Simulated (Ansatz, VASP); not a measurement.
## Two plane-wave programs on CsSc2

```
CELL_PARAMETERS angstrom
-2.02176 2.02176 4.95964
2.02176 -2.02176 4.95964
2.02176 2.02176 -4.95964
ATOMIC_POSITIONS crystal
Cs 0.00000 0.00000 0.00000
Sc 0.66500 0.66500 0.00000
Sc 0.33500 0.33500 0.00000
```

Alike in both runs: task single point; functional PBE; k mesh 6 × 6 × 6; occupations gaussian, width 0.1 eV; no spin polarisation.

|  | VASP | Ansatz |
| --- | --- | --- |
| version | VASP 6.6.1 | Ansatz 0.2.0 |
| potentials or method | VASP PAW PBE potentials, release 64 (Cs_sv, Sc_sv), cutoff 520 eV | scalar-relativistic, plane waves, PAW |
| valence electrons in the cell | 31 | 31 |

Ansatz gave:

| Item | Value |
| --- | --- |
| gap on the k mesh at the Fermi level (eV) | none |
| pressure (GPa) | 5.7 |
| traceless stress, the component that is largest in VASP (GPa) | 3.29 |
| rms of the force components (eV/Å) | 0.299 |

Task: Which values does VASP return?

Result: gap on the k mesh at the Fermi level (eV): none; pressure (GPa): 6.0; traceless stress, the component that is largest in VASP (GPa): 3.30; rms of the force components (eV/Å): 0.306.

Atom by atom the forces differ by 0.008 eV/Å (rms over components). A gap of «none» marks a metal or a gap that the smearing closes.

The k mesh is coarse, so the values compare programs but aren't converged. Spin-orbit coupling is off throughout.
